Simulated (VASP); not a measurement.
# HgTe (Fm-3m) in VASP: a series of runs, part 2 of 3

VASP 6.6.1. The steps go on from the part before.

## 4. Single point, r2SCAN

This run uses another cell than the first one, of 31.51 Å³/atom, 1.043 times its volume.

Input file POSCAR:

```
HgTe
1.0
    0.0000000000      3.1586570750      3.1586570750
    3.1586570750      0.0000000000      3.1586570750
    3.1586570750      3.1586570750      0.0000000000
Hg Te
1 1
Direct
    0.0000000000      0.0000000000      0.0000000000
    0.5000000000      0.5000000000      0.5000000000
```

Input file INCAR.step1:

```
  PREC = Accurate
  ENCUT = 520
  ISMEAR = -1
  SIGMA = 0.05
  LREAL = F
  LASPH = T
  NELM = 100
  NBANDS = 16
  GGA = PE
  ALGO = Normal
  EDIFF = 1E-4
  LWAVE = T
  LCHARG = F
```

Input file INCAR.step2:

```
  PREC = Accurate
  ENCUT = 520
  EDIFF = 1E-7
  ISMEAR = -1
  SIGMA = 0.05
  LREAL = F
  LASPH = T
  NELM = 100
  ALGO = Normal
  ISIF = 2
  LWAVE = F
  LCHARG = F
  METAGGA = R2SCAN
  LMIXTAU = T
  NBANDS = 16
  ISTART = 1
```

Input file KPOINTS:

```
Automatic mesh
0
Gamma
  7 7 7
```

Potentials or basis: VASP PAW PBE potentials, release 64 (Hg, Te).

Command:

```console
> cat potpaw_PBE.64/Hg/POTCAR potpaw_PBE.64/Te/POTCAR > POTCAR
> cp INCAR.step1 INCAR
> mpirun -np 1 vasp_std > vasp.out
> cp INCAR.step2 INCAR
> mpirun -np 1 vasp_std > vasp.out
```

OUTCAR:

```text
PREC = Accurate
   ENCUT = 520
   EDIFF = 1E-7
   ISMEAR = -1
   LREAL = F
   LASPH = T
   NELM = 100
   ISIF = 2
   METAGGA = R2SCAN
   ISTART = 1

 ion  position               nearest neighbor table
   1  0.000  0.000  0.000-   2 3.16   2 3.16   2 3.16   2 3.16   2 3.16   2 3.16
   2  0.500  0.500  0.500-   1 3.16   1 3.16   1 3.16   1 3.16   1 3.16   1 3.16

  LATTYP: Found a face centered cubic cell.
 ALAT       =     6.3173141500

  Lattice vectors:

 A1 = (   0.0000000000,   3.1586570750,   3.1586570750)
 A2 = (   3.1586570750,   0.0000000000,   3.1586570750)
 A3 = (   3.1586570750,   3.1586570750,   0.0000000000)

Analysis of symmetry for initial positions (statically):
=====================================================================
 Subroutine PRICEL returns:
 Original cell was already a primitive cell.

 Routine SETGRP: Setting up the symmetry group for a
 face centered cubic supercell.

 Subroutine GETGRP returns: Found 48 space group operations
 (whereof 48 operations were pure point group operations)
 out of a pool of 48 trial point group operations.

The static configuration has the point symmetry O_h .

Analysis of symmetry for dynamics (positions and initial velocities):
=====================================================================
 Subroutine PRICEL returns:
 Original cell was already a primitive cell.

 Routine SETGRP: Setting up the symmetry group for a
 face centered cubic supercell.

 Subroutine GETGRP returns: Found 48 space group operations
 (whereof 48 operations were pure point group operations)
 out of a pool of 48 trial point group operations.

The dynamic configuration has the point symmetry O_h .

 Subroutine INISYM returns: Found 48 space group operations
 (whereof 48 operations are pure point group operations),
 and found     1 'primitive' translations

----------------------------------------------------------------------------------------

                                     Primitive cell

  volume of cell :      63.0286

  direct lattice vectors                    reciprocal lattice vectors
     0.000000000  3.158657075  3.158657075    -0.158295120  0.158295120  0.158295120
     3.158657075  0.000000000  3.158657075     0.158295120 -0.158295120  0.158295120
     3.158657075  3.158657075  0.000000000     0.158295120  0.158295120 -0.158295120

  length of vectors
     4.467015674  4.467015674  4.467015674     0.274175190  0.274175190  0.274175190

  position of ions in fractional coordinates (direct lattice)
     0.000000000  0.000000000  0.000000000
     0.500000000  0.500000000  0.500000000

  ion indices of the primitive-cell ions
   primitive index   ion index
                 1           1
                 2           2

----------------------------------------------------------------------------------------

 KPOINTS: Automatic mesh

Automatic generation of k-mesh.
 Grid dimensions read from file:
 generate k-points for:    7    7    7

 Generating k-lattice:

  Cartesian coordinates                     Fractional coordinates (reciprocal lattice)
    -0.022613589  0.022613589  0.022613589     0.142857143  0.000000000  0.000000000
     0.022613589 -0.022613589  0.022613589     0.000000000  0.142857143  0.000000000
     0.022613589  0.022613589 -0.022613589     0.000000000  0.000000000  0.142857143

  Length of vectors
     0.039167884  0.039167884  0.039167884

  Shift w.r.t. Gamma in fractional coordinates (k-lattice)
     0.000000000  0.000000000  0.000000000

 Subroutine IBZKPT returns following result:
 ===========================================

 Found     20 irreducible k-points:

 Following reciprocal coordinates:
            Coordinates               Weight
  0.000000  0.000000  0.000000      1.000000
  0.142857  0.000000  0.000000      8.000000
  0.285714  0.000000  0.000000      8.000000
  0.428571  0.000000  0.000000      8.000000
  0.142857  0.142857  0.000000      6.000000
  0.285714  0.142857  0.000000     24.000000
[... 12 lines left out ...]
 -0.428571  0.428571  0.142857     24.000000
 -0.285714  0.428571  0.142857     24.000000
   k-points           NKPTS =     20   k-points in BZ     NKDIM =     20   number of bands    NBANDS=     16
   number of dos      NEDOS =    301   number of ions     NIONS =      2
   total plane-waves  NPLWV =  46656
   dimension x,y,z NGX =    36 NGY =   36 NGZ =   36
   dimension x,y,z NGXF=    72 NGYF=   72 NGZF=   72
   ions per type =               1   1
   NGX,Y,Z   is equivalent  to a cutoff of  13.40, 13.40, 13.40 a.u.
   NGXF,Y,Z  is equivalent  to a cutoff of  26.80, 26.80, 26.80 a.u.
 SYSTEM =  unknown system
   PREC   = accura    normal or accurate (medium, high low for compatibility)
   ISTART =      1    job   : 0-new  1-cont  2-samecut
   ICHARG =      0    charge: 1-file 2-atom 10-const
   ISPIN  =      1    spin polarized calculation?
   LNONCOLLINEAR =      F non collinear calculations
   LSORBIT =      F    spin-orbit coupling
   LASPH  =      T    aspherical Exc in radial PAW
   ENCUT  =  520.0 eV  38.22 Ry    6.18 a.u.   8.31  8.31  8.31*2*pi/ulx,y,z
   NELM   =    100;   NELMIN=  2; NELMDL=  0     # of ELM steps
   EDIFF  = 0.1E-06   stopping-criterion for ELM
   LREAL  =      F    real-space projection
   EDIFFG = 0.1E-05   stopping-criterion for IOM
   NSW    =      0    number of steps for IOM
   IBRION =     -1    ionic relax: 0-MD 1-quasi-New 2-CG
   NFREE  =      0    steps in history (QN), initial steepest desc. (CG)
   ISIF   =      2    stress and relaxation
   ISYM   =      2    0-nonsym 1-usesym 2-fastsym
   POTIM  = 0.5000    time-step for ionic-motion
   TEBEG  =    0.0;   TEEND  =   0.0 temperature during run
   PSTRESS=    0.0 pullay stress
   NELECT =      18.0000    total number of electrons
   NUPDOWN=      -1.0000    fix difference up-down
   EMIN   =  10.00;   EMAX   =-10.00  energy-range for DOS
   EFERMI =   0.00;   METHOD = LEGACY
   ISMEAR =    -1;   SIGMA  =   0.05  broadening in eV -4-tet -1-fermi 0-gaus
   EFERMI_NEDOS =   21; number of points for ismear=-14 and -15
   IALGO  =     38    algorithm
   IMIX   =      4    mixing-type and parameters
     AMIX     =   0.40;   BMIX     =  1.00
     AMIX_MAG =   1.60;   BMIX_MAG =  1.00
  volume/ion in A,a.u.               =      31.51       212.67
  Fermi-wavevector in a.u.,A,eV,Ry     =   1.078085  2.037286 15.813620  1.162268
  Thomas-Fermi vector in A             =   2.214015
   LORBIT       =      0    0 simple, 1 ext, 2 COOP (PROOUT), +10 PAW based schemes
   METAGGA = R2SCAN    functional components
   LHFCALC =     F    Hartree Fock is set to
   AEXX    =    0.0000 exact exchange contribution
   IVDW    =     0    specifies the selected vdW correction
   LEPSILON=     F    determine dielectric tensor
   LRPA    =     F    only Hartree local field effects (RPA)
 non-spin polarized calculation
  energy-cutoff  :      520.00
  volume of cell :       63.03
 maximum number of plane-waves:      1720
 NGX is ok and might be reduce to    36
   NGX = 17   NGY = 17   NGZ = 17

 number of electron      18.0000000 magnetization

 Free energy of the ion-electron system (eV)
  ---------------------------------------------------
  ext. energy  EPLUGINS =         0.00000000
  ---------------------------------------------------
  free energy    TOTEN  =       -74.78255674 eV

  energy without entropy =      -74.77495979  energy(sigma->0) =      -74.77875826

 E-fermi :   3.0846     XC(G=0):  -9.8951

 val. band max:        3.0554171114   @ k =  -0.1429   0.1429   0.0000
 cond. band min:       3.1835024043   @ k =   0.4286   0.0000   0.0000
 fundamental gap:      0.1280852929
 Fermi energy:         3.0846388499

 k-point     1 :       0.0000    0.0000    0.0000
  band No.  band energies     occupation
      1      -8.6865      2.00000
      2      -3.5467      2.00000
      3      -3.5467      2.00000
      4      -3.4902      2.00000
      5      -3.4902      2.00000
      6      -3.4902      2.00000
[... 8 lines left out ...]
     15      11.1078      0.00000
     16      11.1079      0.00000
[... 343 lines left out ...]
 k-point    20 :      -0.2857    0.4286    0.1429
  band No.  band energies     occupation
      1      -7.7203      2.00000
      2      -3.7053      2.00000
      3      -3.5274      2.00000
      4      -3.4611      2.00000
      5      -3.3265      2.00000
      6      -3.0618      2.00000
[... 8 lines left out ...]
     15      13.8163      0.00000
     16      15.9365      0.00000

------------------------ aborting loop because EDIFF is reached ----------------------------------------

  FORCE on cell =-STRESS in cart. coord.  units (eV):
  Direction    XX          YY          ZZ          XY          YZ          ZX
  --------------------------------------------------------------------------------------
  -------------------------------------------------------------------------------------
  Total       -1.7101556     -1.7101556     -1.7101556      0.0000000      0.0000000      0.0000000
  in kB      -43.4719154    -43.4719154    -43.4719154      0.0000000      0.0000000      0.0000000
  external PRESSURE =     -43.4719154 kB  Pullay stress =       0.0000000 kB

 VOLUME and BASIS-vectors are now :
 -----------------------------------------------------------------------------
  energy-cutoff  :      520.00
  volume of cell :       63.03
      direct lattice vectors                 reciprocal lattice vectors
     0.000000000  3.158657075  3.158657075    -0.158295120  0.158295120  0.158295120
     3.158657075  0.000000000  3.158657075     0.158295120 -0.158295120  0.158295120
     3.158657075  3.158657075  0.000000000     0.158295120  0.158295120 -0.158295120

 POSITION                                       TOTAL-FORCE (eV/Angst)
 -----------------------------------------------------------------------------------
      0.00000      0.00000      0.00000         0.000000     -0.000000      0.000000
      3.15866      3.15866      3.15866        -0.000000      0.000000     -0.000000
 -----------------------------------------------------------------------------------
    total drift:                               -0.000000      0.000000      0.000000

  FREE ENERGIE OF THE ION-ELECTRON SYSTEM (eV)
  ---------------------------------------------------
  free  energy   TOTEN  =       -74.7825567353 eV

  energy  without entropy=      -74.7749597895  energy(sigma->0) =      -74.77875826
```

OUTCAR.step1:

```text
PREC = Accurate
   ENCUT = 520
   ISMEAR = -1
   LREAL = F
   LASPH = T
   NELM = 100
[... 592 lines left out ...]
 -----------------------------------------------------------------------------------
      0.00000      0.00000      0.00000        -0.000000      0.000000     -0.000000
      3.15866      3.15866      3.15866         0.000000      0.000000      0.000000
 -----------------------------------------------------------------------------------
    total drift:                               -0.000000      0.000000      0.000000

  FREE ENERGIE OF THE ION-ELECTRON SYSTEM (eV)
  ---------------------------------------------------
  free  energy   TOTEN  =        -3.3097541574 eV

  energy  without entropy=       -3.3017291895  energy(sigma->0) =       -3.30574167
```

Run time: 82 s. Hardware: 1 thread of Intel Xeon Platinum 8259CL at 2.50GHz (Skylake/Cascade Lake), shared host; peak memory 0.21 GiB.

What came out:

| Item | Value |
| --- | --- |
| Free energy | -74.7826 eV |
| Pressure | -4.3 GPa |
| Band gap on the k mesh | zero (band 9 reaches 3.24 eV, above the bottom of band 10 at 1.19 eV) |

Levels at points of the mesh, in eV from the Fermi level:
| k point | band 5 | band 6 | band 7 | band 8 | band 9 | band 10 | band 11 | band 12 | band 13 | band 14 |
| --- | --- | --- | --- | --- | --- | --- | --- | --- | --- | --- |
| (0.00, 0.00, 0.00) | -6.57 | -6.57 | -1.05 | -0.63 | -0.63 | -0.63 | 8.02 | 8.02 | 8.02 | 8.02 |

Caveat: the PAW data sets were made with another functional, which shifts forces and pressure a little; spin-orbit coupling is left out, which moves the levels of the heavy elements.

(Part 2 of 3 ends here.)
